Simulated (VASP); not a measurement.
## Mg2ZnO3: single point with r2SCAN

Crystal: Mg2ZnO3.

```
Mg Zn O
1.0
     2.99120    0.00000    0.00000
    -1.49560    2.59046    0.00000
     0.00000    0.00000    7.30611
Mg Zn O
2 1 3
Cartesian
  0.0000 1.7270 4.8653
  1.4956 0.8635 2.4408
  0.0000 0.0000 0.0000
  0.0000 1.7270 1.2547
  1.4956 0.8635 6.0514
  0.0000 0.0000 3.6531
```

```yaml
Program: VASP 6.6.1
Task: single point
Functional: r2SCAN
Potentials_or_basis: VASP PAW PBE potentials, release 64 (Mg, Zn, O)
Cutoff: 520 eV
k_mesh: 12 × 12 × 4
Occupations: gaussian, width 0.01 eV
Spin: no spin polarisation
```

- Pressure: -0.3 GPa
- Largest force: 0.104 eV/Å
- Band gap on the k mesh: 3.87 eV (least direct gap 3.96 eV)

Forces on the atoms (eV/Å):
```
Mg   0.000  0.000 -0.006
Mg   0.000  0.000  0.006
Zn   0.000  0.000  0.000
O    0.000  0.000  0.104
O    0.000  0.000 -0.104
O    0.000  0.000  0.000
```

Stress tensor (GPa, compression positive):
```
-0.32  0.00  0.00
 0.00 -0.32  0.00
 0.00  0.00 -0.21
```

Levels at points of the mesh, in eV from the valence-band top:
| k point | band 13 | band 14 | band 15 | band 16 | band 17 | band 18 | band 19 | band 20 | band 21 | band 22 |
| --- | --- | --- | --- | --- | --- | --- | --- | --- | --- | --- |
| (0.00, 0.00, 0.00) | -0.57 | -0.54 | -0.54 | -0.08 | -0.08 | 3.87 | 7.34 | 7.69 | 12.52 | 13.11 |
| (0.50, 0.00, 0.00) | -2.03 | -1.83 | -1.32 | -0.72 | -0.36 | 7.60 | 8.45 | 9.68 | 10.58 | 12.44 |
| (0.00, 0.00, 0.50) | -0.86 | -0.83 | -0.83 | 0.00 | 0.00 | 4.89 | 6.30 | 7.87 | 12.87 | 14.08 |
| (0.50, 0.00, 0.50) | -2.05 | -1.92 | -1.49 | -0.29 | -0.26 | 7.68 | 7.82 | 10.10 | 11.48 | 11.78 |

Wall time 8.4 min on 1 thread of Intel Xeon 8259CL, with other jobs on the host, peak memory 0.25 GiB.

Caveat: the PAW data sets were made with another functional, which shifts forces and pressure a little. A k mesh can miss the band edges.
